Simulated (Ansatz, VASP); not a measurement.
LaRe: VASP beside Ansatz

INCAR

```
ALGO = Normal ; EDIFF = 1E-6
ENCUT = 520 ; GGA = PE
ISIF = 2 ; ISMEAR = 0
LASPH = True ; LCHARG = False
LREAL = False ; LWAVE = False
NBANDS = 16 ; NELM = 80
PREC = Accurate ; SIGMA = 0.05
```

KPOINTS

```
k-points
0
Gamma
  10 10 10
```

POSCAR

```
LaRe
1.0
    3.5166131969      0.0000000000      0.0000000000
    0.0000000000      3.5166131969      0.0000000000
    0.0000000000      0.0000000000      3.5166131969
La Re
1 1
Direct
    0.0000000000      0.0000000000      0.0000000000
    0.5000000000      0.5000000000      0.5000000000
```

Input for Ansatz:

```yaml
crystal:
  lattice:
    - [3.5166131969, 0.0, 0.0]
    - [0.0, 3.5166131969, 0.0]
    - [0.0, 0.0, 3.5166131969]
  atoms:
    - { symbol: La, position: [0.0, 0.0, 0.0] }
    - { symbol: Re, position: [0.5, 0.5, 0.5] }
basis:
  ecutwfc: 420
  ecutrho_ratio: 4
kpoints:
  mp_grid: { grid: [10, 10, 10] }
hamiltonian:
  xc: pbe
scf:
  occupations: { method: gaussian, width: 0.05 }
output:
  forces: true
  stress: true
  eigenvalues: true
```

Alike in both runs: task single point; functional PBE; k mesh 10 × 10 × 10; occupations gaussian, width 0.05 eV; no spin polarisation.

|  | VASP | Ansatz |
| --- | --- | --- |
| version | VASP 6.6.1 | Ansatz 0.2.0 |
| potentials or method | VASP PAW PBE potentials, release 64 (La, Re), cutoff 520 eV | scalar-relativistic, plane waves, PAW |
| valence electrons in the cell | 18 | 26 |

|  | VASP | Ansatz | Ansatz less VASP |
| --- | --- | --- | --- |
| gap on the k mesh at the Fermi level (eV) | none | none | - |
| pressure (GPa) | 6.0 | 6.0 | -0.04 |

A gap of «none» marks a metal or a gap that the smearing closes. VASP's potentials hold 18 valence electrons a cell and Ansatz's 26, so a difference there can come from the potentials and not from the codes.

Spin-orbit coupling is off throughout.
